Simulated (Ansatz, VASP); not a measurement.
**Y in VASP and in Ansatz**

```
Y
1.0
     2.31993   -2.32376    0.00000
     2.31993    2.32376    0.00000
     0.00000    0.00000    3.19022
Y
1
Direct
  0.00000 0.00000 0.00000
```

Alike in both runs: functional PBE; k mesh 6 × 6 × 6; occupations gaussian, width 0.1 eV; no spin polarisation.

Ansatz relaxed the structure, and its values are those at the end. VASP's run is a single point on that final structure, the one shown.

|  | VASP | Ansatz |
| --- | --- | --- |
| version | VASP 6.6.1 | Ansatz 0.2.0 |
| potentials or method | VASP PAW PBE potentials, release 64 (Y_sv), cutoff 500 eV | scalar-relativistic, plane waves, PAW |
| valence electrons in the cell | 11 | 11 |

```csv
,VASP,Ansatz,Ansatz less VASP
gap on the k mesh at the Fermi level (eV),none,none,-
pressure (GPa),0.1,0.2,+0.09
```

A gap of «none» marks a metal or a gap that the smearing closes.
